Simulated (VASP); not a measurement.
Write the native input for VASP 6.6.1 that does the following.

```yaml
Task: single point
Functional: LDA
Potentials_or_basis: VASP PAW LDA potentials, release 64 (Sn_d, O)
Cutoff: 520 eV
k_mesh: 10 × 10 × 10
Occupations: gaussian, width 0.05 eV
Spin: no spin polarisation
Dipole_correction: no
Further_INCAR_settings: ALGO = Normal; EDIFF = 1e-06; NBANDS = 35
```

The structure of SnO2 lies in POSCAR:

```
SnO2
1.0
   -1.9861130355      1.9861130355      5.1665203095
    1.9861130355     -1.9861130355      5.1665203095
    1.9861130355      1.9861130355     -5.1665203095
Sn O
2 4
Direct
    0.7500000000      0.2500000000      0.5000000000
    0.0000000000      0.0000000000      0.0000000000
    0.7969975836      0.7969975836      0.0000000000
    0.9530024164      0.4530024164      0.5000000000
    0.2030024164      0.2030024164      0.0000000000
    0.5469975836      0.0469975836      0.5000000000
```

This cell differs from its parent crystal: strain +0.0150 x Voigt [0, 0, 1, 0, 0, 0].

One way to write it, as run:

INCAR

```
PREC = Accurate ; ENCUT = 520
EDIFF = 1E-6 ; ISMEAR = 0
SIGMA = 0.05 ; LREAL = F
LASPH = T ; NELM = 60
ALGO = Normal ; ISIF = 2
LWAVE = F ; LCHARG = T
GGA = CA ; LELF = T
LVHAR = T ; NBANDS = 35
```

KPOINTS

```
Automatic mesh
0
Gamma
  10 10 10
```

Potentials or basis: VASP PAW LDA potentials, release 64 (Sn_d, O).

Launch:

```bash
$ cat potpaw_LDA.64/Sn_d/POTCAR potpaw_LDA.64/O/POTCAR > POTCAR
$ mpirun -np 1 vasp_std > vasp.out
```

Results of the run:

The pressure is -2.1 GPa, the largest force is 0.221 eV/Å and the band gap on the k mesh is 1.55 eV, indirect (least direct gap 1.93 eV).

Caveat: the cell differs from its parent crystal (strain +0.0150 x Voigt [0, 0, 1, 0, 0, 0]); spin-orbit coupling is left out, which moves the levels of the heavy elements.

Wall time 4.2 min on 1 thread of Intel(R) Xeon(R) 6975P-C (Granite Rapids), with other jobs on the host, peak memory 0.4 GiB.
